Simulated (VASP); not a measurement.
Write the native input for VASP 6.6.1 that does the following.

```
Task                    : single point
Functional              : PBE
Potentials or basis     : VASP PAW PBE potentials, release 64 (Be, Pt)
Cutoff                  : 520 eV
k mesh                  : 9 × 9 × 9
Occupations             : gaussian, width 0.0547 eV
Spin                    : no spin polarisation
Dipole correction       : no
k mesh for the DOS      : 14 × 14 × 14
Occupations for the DOS : tetrahedron
Further INCAR settings  : ALGO = Normal; EDIFF = 1e-06
```

Crystal: BePt.

```xyz
2
Lattice="0.0000 2.3359 2.3359 2.3359 0.0000 2.3359 2.3359 2.3359 0.0000" Properties=species:S:1:pos:R:3 pbc="T T T"
Be    0.0000    0.0000    0.0000
Pt    2.3359    2.3359    2.3359
```

One way to write it, as run:

POSCAR

```
BePt
1.0
    0.0000000000      2.3359490000      2.3359490000
    2.3359490000      0.0000000000      2.3359490000
    2.3359490000      2.3359490000      0.0000000000
Be Pt
1 1
Direct
    0.0000000000      0.0000000000      0.0000000000
    0.5000000000      0.5000000000      0.5000000000
```

INCAR.step1

```
PREC = Accurate
ENCUT = 520
EDIFF = 1E-6
ISMEAR = 0
SIGMA = 0.0547
LREAL = F
LASPH = T
NELM = 120
ALGO = Normal
ISIF = 2
LWAVE = F
LCHARG = T
LMAXMIX = 4
GGA = PE
NBANDS = 13
GGA_COMPAT = F
NEDOS = 2001
LORBIT = 11
```

KPOINTS.step1

```
regular mesh
0
Gamma
  9 9 9
```

INCAR.step2

```
PREC = Accurate
ENCUT = 520
EDIFF = 1E-6
ISMEAR = -5
SIGMA = 0.0547
LREAL = F
LASPH = T
NELM = 120
ALGO = Normal
ISIF = 2
LWAVE = F
LCHARG = F
LMAXMIX = 4
GGA = PE
LORBIT = 11
NEDOS = 1001
ICHARG = 11
GGA_COMPAT = F
```

KPOINTS.step2

```
regular mesh
0
Gamma
  14 14 14
```

Potentials or basis: VASP PAW PBE potentials, release 64 (Be, Pt).

Launch:

```sh
$ cat potpaw_PBE.64/Be/POTCAR potpaw_PBE.64/Pt/POTCAR > POTCAR
$ cp INCAR.step1 INCAR
$ cp KPOINTS.step1 KPOINTS
$ mpirun -np 1 vasp_std > vasp.out
$ cp INCAR.step2 INCAR
$ cp KPOINTS.step2 KPOINTS
$ mpirun -np 1 vasp_std > vasp.out
```

It gave:

```yaml
Valence_electrons_inside_the_program's_atomic_spheres: Be 1.06; Pt 9.37
```

Wall time 60 s on 1 thread of Intel Xeon 8259CL, on a shared host, peak memory 0.17 GiB.
